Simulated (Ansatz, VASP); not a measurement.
## Two plane-wave programs on Ta

```
Ta
1.0
     4.76600    0.00000    0.00000
    -2.38300    4.12747    0.00000
     0.00000    0.00000    2.67386
Ta
3
Direct
  0.00000 0.00000 0.00000
  0.33333 0.66667 0.50000
  0.66667 0.33333 0.50000
```

Alike in both runs: task single point; functional LDA; k mesh 9 × 9 × 13; occupations fermi-dirac, width 0.1 eV; no spin polarisation.

```csv
,VASP,Ansatz
version,VASP 6.6.1,Ansatz 0.2.0
potentials or method,"VASP PAW LDA potentials, release 64 (Ta_pv), cutoff 520 eV","plane waves (420 eV) with PAW, scalar-relativistic"
valence electrons in the cell,33,39
```

VASP gave:

| Property | Result |
| --- | --- |
| pressure (GPa) | 0.9 |
| traceless stress, the component that is largest in VASP (GPa) | -0.18 |

Which values does Ansatz return?

Pressure (GPa): 0.0; traceless stress, the component that is largest in VASP (GPa): -0.23.

Ansatz warns that its potentials were made for another functional, while VASP's fit it. LDA's correlation is that of Perdew and Zunger in VASP and of Perdew and Wang (1992) in Ansatz. VASP's potentials hold 33 valence electrons a cell and Ansatz's 39, so a difference there can come from the potentials and not from the codes.

Spin-orbit coupling is off throughout.
